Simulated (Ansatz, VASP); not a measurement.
## ZnS: VASP beside Ansatz

INCAR

```
ALGO = Normal ; EDIFF = 1E-6
ENCUT = 520 ; GGA = PE
ISIF = 2 ; ISMEAR = 0
LASPH = True ; LCHARG = False
LREAL = False ; LWAVE = False
NBANDS = 26 ; NELM = 60
PREC = Accurate ; SIGMA = 0.01
```

File KPOINTS:

```
k-points
0
Gamma
  6 6 4
```

Contents of POSCAR:

```
ZnS
1.0
    3.8061728373      0.0000000000      0.0000000000
   -1.9030864187      3.2962423683      0.0000000000
    0.0000000000      0.0000000000      6.2416918551
Zn S
2 2
Direct
    0.3333333333      0.6666666667      0.0002443153
    0.6666666667      0.3333333333      0.5002443153
    0.3333333333      0.6666666667      0.3747556847
    0.6666666667      0.3333333333      0.8747556847
```

Input for Ansatz:

```yaml
crystal:
  lattice:
    - [3.8061728373, 0.0, 0.0]
    - [-1.9030864187, 3.2962423683, 0.0]
    - [0.0, 0.0, 6.2416918551]
  atoms:
    - { symbol: Zn, position: [0.3333333333, 0.6666666667, 0.0002443153] }
    - { symbol: Zn, position: [0.6666666667, 0.3333333333, 0.5002443153] }
    - { symbol: S, position: [0.3333333333, 0.6666666667, 0.3747556847] }
    - { symbol: S, position: [0.6666666667, 0.3333333333, 0.8747556847] }
kpoints:
  mp_grid: { grid: [6, 6, 4] }
hamiltonian:
  xc: pbe
scf:
  occupations: { method: fixed }
  n_extra_bands: 5
output:
  forces: true
  stress: true
  eigenvalues: true
```

Alike in both runs: task single point; functional PBE; k mesh 6 × 6 × 4; no spin polarisation.

```csv
,VASP,Ansatz
version,VASP 6.6.1,Ansatz 0.2.0
potentials or method,"VASP PAW PBE potentials, release 64 (Zn, S)","plane waves, PAW"
plane-wave cutoff (eV),520,420
occupations,"gaussian, width 0.01 eV",fixed
valence electrons in the cell,36,36
```

|  | VASP | Ansatz | Ansatz less VASP |
| --- | --- | --- | --- |
| gap on the k mesh at the Fermi level (eV) | 2.22 | 2.21 | -0.005 |
| pressure (GPa) | 2.4 | 2.3 | -0.17 |
| rms of the force components (eV/Å) | 0.005 | 0.004 | -0.0003 |

Atom by atom the forces differ by 0.000 eV/Å (rms over components).
